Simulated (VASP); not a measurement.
# Cs2Zr2Ru (P4mm) in VASP: single point with PBE

Aim: the single point of Cs2Zr2Ru with PBE.

All numbers are computed with VASP 6.6.1; they aren't measurements. Logs are shortened: lines on timing, memory, paths and dates and some standing lists are left out, and cuts for length are marked.

## Step 1: The cell of the first run

Symmetry: P4mm, No. 99, tetragonal system. The conventional cell has a = 4.404 Å, b = 4.404 Å, c = 12.005 Å, α = 90.00°, β = 90.00°, γ = 90.00°. Within 5.8 Å of Cs (site symmetry 4mm) lie 4 Zr at 4.26 Å and 8 Cs at 4.40 to 5.70 Å and 1 Ru at 5.03 Å. Cs (site symmetry 4mm) has 4 Ru at 3.81 Å and 4 Zr at 4.20 Å and 4 Cs at 4.40 Å within 5.0 Å. Within 3.4 Å of Zr (site symmetry 2mm) lie 2 Ru at 2.60 Å and 4 Zr at 3.11 Å. Ru (site symmetry 4mm) has 4 Zr at 2.60 Å within 3.4 Å.

## Step 2: Single point, PBE

The input, INCAR:

```
SYSTEM = Cs2Zr2Ru
PREC = Accurate
ENCUT = 520
EDIFF = 1E-7
ISMEAR = 0
SIGMA = 0.01
LREAL = .False.
LASPH = .True.
NELM = 100
ALGO = Fast
ISIF = 2
LWAVE = .False.
LCHARG = .False.
GGA = PE
NBANDS = 36
```

The input, KPOINTS:

```
Automatic mesh
0
Gamma
  8 8 4
  0 0 0
```

The input, POSCAR:

```
Cs2Zr2Ru
1.0
    4.4040092131      0.0000000000      0.0000000000
    0.0000000000      4.4040092131      0.0000000000
    0.0000000000      0.0000000000     12.0046145812
Cs Zr Ru
2 2 1
Direct
    0.5000000000      0.5000000000      0.4806854356
    0.0000000000      0.0000000000      0.0827826878
    0.5000000000      0.0000000000      0.7848600800
    0.0000000000      0.5000000000      0.7848600800
    0.5000000000      0.5000000000      0.8996000467
```

Potentials or basis: VASP PAW PBE potentials, release 64 (Cs_sv, Zr_sv, Ru_pv).

Launch:

```bash
> cat potpaw_PBE.64/Cs_sv/POTCAR potpaw_PBE.64/Zr_sv/POTCAR potpaw_PBE.64/Ru_pv/POTCAR > POTCAR
> mpirun -np 1 vasp_std > vasp.out
```

OUTCAR:

```text
SYSTEM = Cs2Zr2Ru
   PREC = Accurate
   ENCUT = 520
   EDIFF = 1E-7
   ISMEAR = 0
   LREAL = .False.
   LASPH = .True.
   NELM = 100
   ISIF = 2
   GGA = PE

 ion  position               nearest neighbor table
   1  0.500  0.500  0.481-
   2  0.000  0.000  0.083-
   3  0.500  0.000  0.785-   5 2.60   5 2.60   4 3.11   4 3.11   4 3.11   4 3.11
   4  0.000  0.500  0.785-   5 2.60   5 2.60   3 3.11   3 3.11   3 3.11   3 3.11
   5  0.500  0.500  0.900-   3 2.60   4 2.60   3 2.60   4 2.60

  LATTYP: Found a simple tetragonal cell.
 ALAT       =     4.4040092131
 C/A-ratio  =     2.7258377538

  Lattice vectors:

 A1 = (   4.4040092131,   0.0000000000,   0.0000000000)
 A2 = (   0.0000000000,   4.4040092131,   0.0000000000)
 A3 = (   0.0000000000,   0.0000000000,  12.0046145812)

Analysis of symmetry for initial positions (statically):
=====================================================================
 Subroutine PRICEL returns:
 Original cell was already a primitive cell.

 Routine SETGRP: Setting up the symmetry group for a
 simple tetragonal supercell.

 Subroutine GETGRP returns: Found  8 space group operations
 (whereof  8 operations were pure point group operations)
 out of a pool of 16 trial point group operations.

The static configuration has the point symmetry C_4v.

Analysis of symmetry for dynamics (positions and initial velocities):
=====================================================================
 Subroutine PRICEL returns:
 Original cell was already a primitive cell.

 Routine SETGRP: Setting up the symmetry group for a
 simple tetragonal supercell.

 Subroutine GETGRP returns: Found  8 space group operations
 (whereof  8 operations were pure point group operations)
 out of a pool of 16 trial point group operations.

The dynamic configuration has the point symmetry C_4v.

 Subroutine INISYM returns: Found  8 space group operations
 (whereof  8 operations are pure point group operations),
 and found     1 'primitive' translations

----------------------------------------------------------------------------------------

                                     Primitive cell

  volume of cell :     232.8331

  direct lattice vectors                    reciprocal lattice vectors
     4.404009213  0.000000000  0.000000000     0.227065828  0.000000000  0.000000000
     0.000000000  4.404009213  0.000000000     0.000000000  0.227065828  0.000000000
     0.000000000  0.000000000 12.004614581     0.000000000  0.000000000  0.083301300

  length of vectors
     4.404009213  4.404009213 12.004614581     0.227065828  0.227065828  0.083301300

  position of ions in fractional coordinates (direct lattice)
     0.500000000  0.500000000  0.480685436
     0.000000000  0.000000000  0.082782688
     0.500000000  0.000000000  0.784860080
     0.000000000  0.500000000  0.784860080
     0.500000000  0.500000000  0.899600047

  ion indices of the primitive-cell ions
   primitive index   ion index
                 1           1
                 2           2
                 3           3
                 4           4
                 5           5

----------------------------------------------------------------------------------------

 KPOINTS: Automatic mesh

Automatic generation of k-mesh.
 Grid dimensions read from file:
 generate k-points for:    8    8    4

 Generating k-lattice:

  Cartesian coordinates                     Fractional coordinates (reciprocal lattice)
     0.028383229  0.000000000  0.000000000     0.125000000  0.000000000  0.000000000
     0.000000000  0.028383229  0.000000000     0.000000000  0.125000000  0.000000000
     0.000000000  0.000000000  0.020825325     0.000000000  0.000000000  0.250000000

  Length of vectors
     0.028383229  0.028383229  0.020825325

  Shift w.r.t. Gamma in fractional coordinates (k-lattice)
     0.000000000  0.000000000  0.000000000

 Subroutine IBZKPT returns following result:
 ===========================================

 Found     45 irreducible k-points:

 Following reciprocal coordinates:
            Coordinates               Weight
  0.000000  0.000000  0.000000      1.000000
  0.125000  0.000000  0.000000      4.000000
  0.250000  0.000000  0.000000      4.000000
  0.375000  0.000000  0.000000      4.000000
  0.500000  0.000000  0.000000      2.000000
  0.125000  0.125000  0.000000      4.000000
[... 16 lines left out ...]
  0.375000  0.125000  0.250000     16.000000
  0.500000  0.125000  0.250000      8.000000
 [... further k-points ...]
   k-points           NKPTS =     45   k-points in BZ     NKDIM =     45   number of bands    NBANDS=     36
   number of dos      NEDOS =    301   number of ions     NIONS =      5
   total plane-waves  NPLWV = 116640
   dimension x,y,z NGX =    36 NGY =   36 NGZ =   90
   dimension x,y,z NGXF=    72 NGYF=   72 NGZF=  180
   ions per type =               2   2   1
   NGX,Y,Z   is equivalent  to a cutoff of  13.59, 13.59, 12.46 a.u.
   NGXF,Y,Z  is equivalent  to a cutoff of  27.18, 27.18, 24.93 a.u.
 SYSTEM =  Cs2Zr2Ru
   PREC   = accura    normal or accurate (medium, high low for compatibility)
   ISTART =      0    job   : 0-new  1-cont  2-samecut
   ICHARG =      2    charge: 1-file 2-atom 10-const
   ISPIN  =      1    spin polarized calculation?
   LNONCOLLINEAR =      F non collinear calculations
   LSORBIT =      F    spin-orbit coupling
   LASPH  =      T    aspherical Exc in radial PAW
   ENCUT  =  520.0 eV  38.22 Ry    6.18 a.u.   8.19  8.19 22.32*2*pi/ulx,y,z
   NELM   =    100;   NELMIN=  2; NELMDL= -5     # of ELM steps
   EDIFF  = 0.1E-06   stopping-criterion for ELM
   LREAL  =      F    real-space projection
   EDIFFG = 0.1E-05   stopping-criterion for IOM
   NSW    =      0    number of steps for IOM
   IBRION =     -1    ionic relax: 0-MD 1-quasi-New 2-CG
   NFREE  =      0    steps in history (QN), initial steepest desc. (CG)
   ISIF   =      2    stress and relaxation
   ISYM   =      2    0-nonsym 1-usesym 2-fastsym
   POTIM  = 0.5000    time-step for ionic-motion
   TEBEG  =    0.0;   TEEND  =   0.0 temperature during run
   PSTRESS=    0.0 pullay stress
   NELECT =      56.0000    total number of electrons
   NUPDOWN=      -1.0000    fix difference up-down
   EMIN   =  10.00;   EMAX   =-10.00  energy-range for DOS
   EFERMI =   0.00;   METHOD = LEGACY
   ISMEAR =     0;   SIGMA  =   0.01  broadening in eV -4-tet -1-fermi 0-gaus
   EFERMI_NEDOS =   21; number of points for ismear=-14 and -15
   IALGO  =     68    algorithm
   IMIX   =      4    mixing-type and parameters
     AMIX     =   0.40;   BMIX     =  1.00
     AMIX_MAG =   1.60;   BMIX_MAG =  1.00
  volume/ion in A,a.u.               =      46.57       314.25
  Fermi-wavevector in a.u.,A,eV,Ry     =   1.018097  1.923925 14.102740  1.036522
  Thomas-Fermi vector in A             =   2.151536
   LORBIT       =      0    0 simple, 1 ext, 2 COOP (PROOUT), +10 PAW based schemes
   GGA     = PE    functional components
   LHFCALC =     F    Hartree Fock is set to
   AEXX    =    0.0000 exact exchange contribution
   IVDW    =     0    specifies the selected vdW correction
   LEPSILON=     F    determine dielectric tensor
   LRPA    =     F    only Hartree local field effects (RPA)
 non-spin polarized calculation
 RMM-DIIS sequential band-by-band and
 Gauss-broadening in eV      SIGMA  =   0.01
  energy-cutoff  :      520.00
  volume of cell :      232.83
 maximum number of plane-waves:      6312
 NGX is ok and might be reduce to    36
   NGX = 17   NGY = 17   NGZ = 45

 number of electron      56.0000001 magnetization

 Free energy of the ion-electron system (eV)
  ---------------------------------------------------
  ext. energy  EPLUGINS =         0.00000000
  ---------------------------------------------------
  free energy    TOTEN  =       -25.71637908 eV

  energy without entropy =      -25.71637908  energy(sigma->0) =      -25.71637908

 E-fermi :   3.2014     XC(G=0):  -7.6881

 val. band max:        3.1680323640   @ k =   0.5000   0.0000   0.5000
 cond. band min:       3.2344497066   @ k =   0.3750   0.3750   0.5000
 fundamental gap:      0.0664173426
 Fermi energy:         3.2013612022

 k-point     1 :       0.0000    0.0000    0.0000
  band No.  band energies     occupation
      1     -45.9829      2.00000
      2     -45.8499      2.00000
      3     -39.0260      2.00000
      4     -39.0260      2.00000
      5     -38.9830      2.00000
      6     -24.2208      2.00000
[... 28 lines left out ...]
     35       5.8688      0.00000
     36       6.0075      0.00000

 k-point     2 :       0.1250    0.0000    0.0000
  band No.  band energies     occupation
      1     -45.9782      2.00000
      2     -45.8552      2.00000
      3     -39.0260      2.00000
      4     -39.0243      2.00000
      5     -38.9837      2.00000
      6     -24.2030      2.00000
[... 28 lines left out ...]
     35       5.7114      0.00000
     36       5.9367      0.00000

 k-point     3 :       0.2500    0.0000    0.0000
  band No.  band energies     occupation
      1     -45.9645      2.00000
      2     -45.8704      2.00000
      3     -39.0259      2.00000
      4     -39.0198      2.00000
      5     -38.9858      2.00000
      6     -24.1507      2.00000
[... 28 lines left out ...]
     35       5.8517      0.00000
     36       5.9767      0.00000
[... 742 lines left out ...]
 k-point    23 :       0.3750    0.1250    0.2500
  band No.  band energies     occupation
      1     -45.9420      2.00000
      2     -45.8948      2.00000
      3     -39.0242      2.00000
      4     -39.0144      2.00000
      5     -38.9894      2.00000
      6     -24.1744      2.00000
[... 28 lines left out ...]
     35       5.1380      0.00000
     36       5.5678      0.00000

 k-point    24 :       0.5000    0.1250    0.2500
  band No.  band energies     occupation
      1     -45.9205      2.00000
      2     -45.9169      2.00000
      3     -39.0241      2.00000
      4     -39.0118      2.00000
      5     -38.9910      2.00000
      6     -24.0891      2.00000
[... 28 lines left out ...]
     35       5.0549      0.00000
     36       5.3265      0.00000

 [... further k-points ...]

------------------------ aborting loop because EDIFF is reached ----------------------------------------

  FORCE on cell =-STRESS in cart. coord.  units (eV):
  Direction    XX          YY          ZZ          XY          YZ          ZX
  --------------------------------------------------------------------------------------
  -------------------------------------------------------------------------------------
  Total        0.0491168      0.0491168      0.0661678     -0.0000000      0.0000000     -0.0000000
  in kB        0.3379838      0.3379838      0.4553156     -0.0000000      0.0000000     -0.0000000
  external PRESSURE =       0.3770944 kB  Pullay stress =       0.0000000 kB

 VOLUME and BASIS-vectors are now :
 -----------------------------------------------------------------------------
  energy-cutoff  :      520.00
  volume of cell :      232.83
      direct lattice vectors                 reciprocal lattice vectors
     4.404009213  0.000000000  0.000000000     0.227065828  0.000000000  0.000000000
     0.000000000  4.404009213  0.000000000     0.000000000  0.227065828  0.000000000
     0.000000000  0.000000000 12.004614581     0.000000000  0.000000000  0.083301300

 POSITION                                       TOTAL-FORCE (eV/Angst)
 -----------------------------------------------------------------------------------
      2.20200      2.20200      5.77044        -0.000000      0.000000     -0.003971
      0.00000      0.00000      0.99377        -0.000000      0.000000      0.008545
      2.20200      0.00000      9.42194        -0.000000      0.000000     -0.024245
      0.00000      2.20200      9.42194         0.000000      0.000000     -0.024245
      2.20200      2.20200     10.79935        -0.000000     -0.000000      0.043917
 -----------------------------------------------------------------------------------
    total drift:                                0.000000      0.000000      0.000996

  FREE ENERGIE OF THE ION-ELECTRON SYSTEM (eV)
  ---------------------------------------------------
  free  energy   TOTEN  =       -25.7163790789 eV

  energy  without entropy=      -25.7163790758  energy(sigma->0) =      -25.71637908
```

Wall time 11 min (1 thread of Intel Xeon Platinum 8488C (Sapphire Rapids), shared host); peak memory 0.58 GiB.

What came out:

```
Free energy   : -25.7164 eV
Pressure      : 0.0 GPa
Largest force : 0.044 eV/Å
```

Forces in eV/Å, atoms in the order of the input:
```
Cs   0.000  0.000 -0.004
Cs   0.000  0.000  0.009
Zr   0.000  0.000 -0.024
Zr   0.000  0.000 -0.024
Ru   0.000  0.000  0.044
```

Caveat: spin-orbit coupling is left out, which moves the levels of the heavy elements.
